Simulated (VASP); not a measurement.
# ZnSe3 (P6_3/mmc) in VASP: notebook, part 2 of 2

VASP 6.6.1. The steps go on from the part before.

## (5) Relaxation of cell and atoms, PBE

The input, INCAR:

```
  ALGO = Normal
  EDIFF = 1E-6
  EDIFFG = -0.01
  ENCUT = 600
  GGA = PE
  IBRION = 2
  ISIF = 3
  ISMEAR = 0
  LASPH = T
  LCHARG = F
  LREAL = F
  LWAVE = F
  NELM = 60
  NSW = 100
  PREC = Accurate
  SIGMA = 0.1
```

The input, KPOINTS:

```
k-points
0
Gamma
  6 6 8
```

The input, POSCAR:

```
ZnSe3
1.0
    6.2711014769      0.0000000000      0.0000000000
   -3.1355507385      5.4309331887      0.0000000000
    0.0000000000      0.0000000000      4.6665778580
Zn Se
2 6
Direct
    0.3333333333      0.6666666667      0.2500000000
    0.6666666667      0.3333333333      0.7500000000
    0.8233865561      0.6467731122      0.2500000000
    0.1766134439      0.8233865561      0.7500000000
    0.3532268878      0.1766134439      0.2500000000
    0.1766134439      0.3532268878      0.7500000000
    0.8233865561      0.1766134439      0.2500000000
    0.6467731122      0.8233865561      0.7500000000
```

Potentials or basis: VASP PAW PBE potentials, release 64 (Zn, Se).

Command:

```console
$ cat potpaw_PBE.64/Zn/POTCAR potpaw_PBE.64/Se/POTCAR > POTCAR
$ mpirun -np 1 vasp_std > vasp.out
```

OUTCAR:

```text
EDIFF = 1E-6
   EDIFFG = -0.01
   ENCUT = 600
   GGA = PE
   IBRION = 2
   ISIF = 3
   ISMEAR = 0
   LASPH = T
   LREAL = F
   NELM = 60
   NSW = 100
   PREC = Accurate

 ion  position               nearest neighbor table
   1  0.333  0.667  0.250-   4 2.89   4 2.89   8 2.89   8 2.89   6 2.89   6 2.89
   2  0.667  0.333  0.750-   7 2.89   7 2.89   5 2.89   5 2.89   3 2.89   3 2.89
   3  0.823  0.647  0.250-   2 2.89   2 2.89
   4  0.177  0.823  0.750-   1 2.89   1 2.89
   5  0.353  0.177  0.250-   2 2.89   2 2.89
   6  0.177  0.353  0.750-   1 2.89   1 2.89
   7  0.823  0.177  0.250-   2 2.89   2 2.89
   8  0.647  0.823  0.750-   1 2.89   1 2.89

  LATTYP: Found a hexagonal cell.
 ALAT       =     6.2711014769
 C/A-ratio  =     0.7441400646

  Lattice vectors:

 A1 = (   6.2711014769,   0.0000000000,   0.0000000000)
 A2 = (  -3.1355507385,   5.4309331887,   0.0000000000)
 A3 = (   0.0000000000,   0.0000000000,   4.6665778580)

Analysis of symmetry for initial positions (statically):
=====================================================================
 Subroutine PRICEL returns:
 Original cell was already a primitive cell.

 Routine SETGRP: Setting up the symmetry group for a
 hexagonal supercell.

 Subroutine GETGRP returns: Found 24 space group operations
 (whereof 12 operations were pure point group operations)
 out of a pool of 24 trial point group operations.

The static configuration has the point symmetry D_3d.
 The point group associated with its full space group is D_6h.

Analysis of symmetry for dynamics (positions and initial velocities):
=====================================================================
 Subroutine PRICEL returns:
 Original cell was already a primitive cell.

 Routine SETGRP: Setting up the symmetry group for a
 hexagonal supercell.

 Subroutine GETGRP returns: Found 24 space group operations
 (whereof 12 operations were pure point group operations)
 out of a pool of 24 trial point group operations.

The dynamic configuration has the point symmetry D_3d.
 The point group associated with its full space group is D_6h.

 Subroutine INISYM returns: Found 24 space group operations
 (whereof 12 operations are pure point group operations),
 and found     1 'primitive' translations

----------------------------------------------------------------------------------------

                                     Primitive cell

  volume of cell :     158.9340

  direct lattice vectors                    reciprocal lattice vectors
     6.271101477  0.000000000  0.000000000     0.159461620  0.092065209  0.000000000
    -3.135550739  5.430933189  0.000000000     0.000000000  0.184130418  0.000000000
     0.000000000  0.000000000  4.666577858     0.000000000  0.000000000  0.214289792

  length of vectors
     6.271101477  6.271101477  4.666577858     0.184130418  0.184130418  0.214289792

  position of ions in fractional coordinates (direct lattice)
     0.333333333  0.666666667  0.250000000
     0.666666667  0.333333333  0.750000000
     0.823386556  0.646773112  0.250000000
     0.176613444  0.823386556  0.750000000
[... 27 lines left out ...]
     0.026576937  0.015344202  0.000000000     0.166666667  0.000000000  0.000000000
     0.000000000  0.030688403  0.000000000     0.000000000  0.166666667  0.000000000
     0.000000000  0.000000000  0.026786224     0.000000000  0.000000000  0.125000000

  Length of vectors
     0.030688403  0.030688403  0.026786224

  Shift w.r.t. Gamma in fractional coordinates (k-lattice)
     0.000000000  0.000000000  0.000000000

 Subroutine IBZKPT returns following result:
 ===========================================

 Found     35 irreducible k-points:

 Following reciprocal coordinates:
            Coordinates               Weight
  0.000000  0.000000  0.000000      1.000000
  0.166667  0.000000  0.000000      6.000000
  0.333333 -0.000000  0.000000      6.000000
  0.500000  0.000000  0.000000      3.000000
  0.166667  0.166667  0.000000      6.000000
  0.333333  0.166667  0.000000     12.000000
[... 16 lines left out ...]
  0.166667  0.000000  0.375000     12.000000
  0.333333 -0.000000  0.375000     12.000000
 [... further k-points ...]
   k-points           NKPTS =     35   k-points in BZ     NKDIM =     35   number of bands    NBANDS=     36
   number of dos      NEDOS =    301   number of ions     NIONS =      8
   total plane-waves  NPLWV = 100000
   dimension x,y,z NGX =    50 NGY =   50 NGZ =   40
   dimension x,y,z NGXF=   100 NGYF=  100 NGZF=   80
   ions per type =               2   6
   NGX,Y,Z   is equivalent  to a cutoff of  13.25, 13.25, 14.25 a.u.
   NGXF,Y,Z  is equivalent  to a cutoff of  26.51, 26.51, 28.50 a.u.
 SYSTEM =  unknown system
   PREC   = accura    normal or accurate (medium, high low for compatibility)
   ISTART =      0    job   : 0-new  1-cont  2-samecut
   ICHARG =      2    charge: 1-file 2-atom 10-const
   ISPIN  =      1    spin polarized calculation?
   LNONCOLLINEAR =      F non collinear calculations
   LSORBIT =      F    spin-orbit coupling
   LASPH  =      T    aspherical Exc in radial PAW
   ENCUT  =  600.0 eV  44.10 Ry    6.64 a.u.  12.52 12.52  9.32*2*pi/ulx,y,z
   NELM   =     60;   NELMIN=  2; NELMDL= -5     # of ELM steps
   EDIFF  = 0.1E-05   stopping-criterion for ELM
   LREAL  =      F    real-space projection
   EDIFFG = -.1E-01   stopping-criterion for IOM
   NSW    =    100    number of steps for IOM
   IBRION =      2    ionic relax: 0-MD 1-quasi-New 2-CG
   NFREE  =      1    steps in history (QN), initial steepest desc. (CG)
   ISIF   =      3    stress and relaxation
   ISYM   =      2    0-nonsym 1-usesym 2-fastsym
   POTIM  = 0.5000    time-step for ionic-motion
   TEBEG  =    0.0;   TEEND  =   0.0 temperature during run
   PSTRESS=    0.0 pullay stress
   NELECT =      60.0000    total number of electrons
   NUPDOWN=      -1.0000    fix difference up-down
   EMIN   =  10.00;   EMAX   =-10.00  energy-range for DOS
   EFERMI =   0.00;   METHOD = LEGACY
   ISMEAR =     0;   SIGMA  =   0.10  broadening in eV -4-tet -1-fermi 0-gaus
   EFERMI_NEDOS =   21; number of points for ismear=-14 and -15
   IALGO  =     38    algorithm
   IMIX   =      4    mixing-type and parameters
     AMIX     =   0.40;   BMIX     =  1.00
     AMIX_MAG =   1.60;   BMIX_MAG =  1.00
  volume/ion in A,a.u.               =      19.87       134.07
  Fermi-wavevector in a.u.,A,eV,Ry     =   1.183186  2.235897 19.047188  1.399929
  Thomas-Fermi vector in A             =   2.319425
   LORBIT       =      0    0 simple, 1 ext, 2 COOP (PROOUT), +10 PAW based schemes
   GGA     = PE    functional components
   LHFCALC =     F    Hartree Fock is set to
   AEXX    =    0.0000 exact exchange contribution
   IVDW    =     0    specifies the selected vdW correction
   LEPSILON=     F    determine dielectric tensor
   LRPA    =     F    only Hartree local field effects (RPA)
 conjugate gradient relaxation of ions
 non-spin polarized calculation
 Gauss-broadening in eV      SIGMA  =   0.10
  energy-cutoff  :      600.00
  volume of cell :      158.93
 maximum number of plane-waves:      5346
   NGX = 25   NGY = 25   NGZ = 19

--------------------------------------- Ionic step        1  -------------------------------------------

 number of electron      60.0000014 magnetization

 Free energy of the ion-electron system (eV)
  ---------------------------------------------------
  ext. energy  EPLUGINS =         0.00000000
  ---------------------------------------------------
  free energy    TOTEN  =       -19.63384302 eV

  energy without entropy =      -19.60906457  energy(sigma->0) =      -19.62145379

------------------------ aborting loop because EDIFF is reached ----------------------------------------

  FORCE on cell =-STRESS in cart. coord.  units (eV):
  Direction    XX          YY          ZZ          XY          YZ          ZX
  --------------------------------------------------------------------------------------
  -------------------------------------------------------------------------------------
  Total        1.3040517      1.3040517     -1.0364244     -0.0000000      0.0000000      0.0000000
  in kB       13.1458473     13.1458473    -10.4479573     -0.0000000      0.0000000      0.0000000
  external PRESSURE =       5.2812458 kB  Pullay stress =       0.0000000 kB
[... 1998 lines left out ...]
     35       7.4293      0.00000
     36       9.0524      0.00000

 [... further k-points ...]

[... ionic steps 4 to 21 ...]

--------------------------------------- Ionic step       22  -------------------------------------------

 number of electron      60.0000023 magnetization

------------------------ aborting loop because EDIFF is reached ----------------------------------------
[... 79 lines left out ...]
--------------------------------------- Ionic step       24  -------------------------------------------

 number of electron      60.0000021 magnetization

 Free energy of the ion-electron system (eV)
  ---------------------------------------------------
  ext. energy  EPLUGINS =         0.00000000
  ---------------------------------------------------
  free energy    TOTEN  =       -22.09572695 eV

  energy without entropy =      -22.07570801  energy(sigma->0) =      -22.08571748

 E-fermi :   3.9313     XC(G=0): -10.1087

 val. band max:        3.9047313613   @ k =   0.1667   0.1667   0.5000
 cond. band min:       3.9504662170   @ k =   0.1667   0.1667   0.0000
 fundamental gap:      0.0457348557
 Fermi energy:         3.9312696783
[... 971 lines left out ...]
  FREE ENERGIE OF THE ION-ELECTRON SYSTEM (eV)
  ---------------------------------------------------
  free  energy   TOTEN  =       -22.0957269527 eV

  energy  without entropy=      -22.0757080077  energy(sigma->0) =      -22.08571748

 reached required accuracy - stopping structural energy minimisation
```

Run time: 50 min. Hardware: 1 thread of Intel Xeon Platinum 8559C (Emerald Rapids), shared host; peak memory 0.44 GiB.

What came out:

```yaml
Free_energy: -22.0957 eV
Relaxed_volume: 21.24 Å³/atom
Relaxed_cell: a = 7.394 Å, b = 7.394 Å, c = 3.588 Å, α = 90.00°, β = 90.00°, γ = 120.00°
Space_group_after_relaxing_to_0.1_Å: P6_3/mmc (No. 194)
Energy_gained_by_relaxing: 307.7 meV/atom
Ionic_steps: 24
Pressure_after_relaxing: 0.0 GPa
Band_gap_on_the_k_mesh: zero (bands 30 and 31 overlap by 1.20 eV)
```

The path:
```csv
step,energy change (eV),largest force (eV/Å),pressure (GPa),volume (Å³)
1,0.0000,0.2293,0.53,158.93
2,-0.0432,0.2131,0.11,160.43
3,-0.1860,0.1510,-0.84,164.86
4,-0.5950,0.0485,-1.92,173.36
5,-1.3864,0.2447,-1.98,188.61
6,0.2866,2.0492,8.27,209.99
7,-1.4382,0.4912,-0.22,193.66
8,-1.4919,0.4841,-0.36,195.59
9,-1.5208,0.4685,-0.42,198.53
10,-1.5221,0.4709,-0.41,197.95
11,-1.5563,0.4600,-0.56,196.85
12,-1.6609,0.4512,-0.92,193.56
13,-1.8816,0.4290,-1.28,187.08
14,-2.2596,0.3534,-0.46,174.57
15,-1.7201,0.8155,10.20,151.22
16,-2.3404,0.3380,0.64,169.85
17,-2.3465,0.0069,4.11,160.23
18,-2.3921,0.2504,1.90,165.46
19,-2.4580,0.0397,-0.49,171.14
20,-2.4581,0.0460,-0.44,170.94
21,-2.4617,0.0078,0.00,170.05
22,-2.4618,0.0004,-0.09,170.17
23,-2.4618,0.0015,-0.07,170.15
24,-2.4619,0.0019,0.00,169.89
```

Final structure:
```cif
data_structure
_symmetry_space_group_name_H-M 'P 1'
_symmetry_Int_Tables_number 1
_cell_length_a 7.3939
_cell_length_b 7.3939
_cell_length_c 3.5884
_cell_angle_alpha 90.000
_cell_angle_beta 90.000
_cell_angle_gamma 120.000
_cell_volume 169.89
loop_
_atom_site_label
_atom_site_type_symbol
_atom_site_fract_x
_atom_site_fract_y
_atom_site_fract_z
_atom_site_occupancy
Zn1 Zn 0.33333 0.66667 0.25000 1
Zn2 Zn 0.66667 0.33333 0.75000 1
Se1 Se 0.82488 0.64977 0.25000 1
Se2 Se 0.17511 0.82488 0.75000 1
Se3 Se 0.35023 0.17511 0.25000 1
Se4 Se 0.17512 0.35023 0.75000 1
Se5 Se 0.82488 0.17511 0.25000 1
Se6 Se 0.64977 0.82488 0.75000 1
```

Caveat: a cell axis changed by over 15 % at a fixed basis, so the end point is rough.

## (6) Overview

| task | cell | k mesh | cutoff (eV) | gap on the mesh (eV) | pressure (GPa) | relaxed volume (Å³/atom) | largest force (eV/Å) |
| --- | --- | --- | --- | --- | --- | --- | --- |
| single point | a = 6.271, b = 6.271, c = 4.667 Å, angles 90.0, 90.0, 120.0°, 8 atoms, atomic positions A | 3 × 3 × 4 | 520 | none | 0.0 | - | 0.01 |
| single point | a = 7.395, b = 7.395, c = 3.585 Å, angles 90.0, 90.0, 120.0°, 8 atoms, atomic positions B | 6 × 6 × 8 | 520 | none | 0.1 | - | 0.01 |
| relaxation of cell and atoms | relaxed from a = 6.462, b = 6.462, c = 5.187 Å, angles 90.0, 90.0, 120.0°, 8 atoms, atomic positions C | 3 × 3 × 4 | 600 | none | -0.1 | 21.40 | 0.03 |
| relaxation of cell and atoms | relaxed from a = 6.271, b = 6.271, c = 4.667 Å, angles 90.0, 90.0, 120.0°, 8 atoms, atomic positions A | 6 × 6 × 8 | 600 | none | 0.0 | 21.24 | - |

Alike in all rows: level PBE; potentials or basis VASP PAW PBE potentials, release 64 (Zn, Se); no spin polarisation; smearing gaussian 0.1 eV.

Caveats: some runs use coarse meshes; a cell axis changed by over 15 % at a fixed basis, so the end point is rough (at least some runs).

Absolute energies hang on the potentials; compare differences alone.

The gap in the log of VASP goes by the Fermi energy; the results here count the filled bands.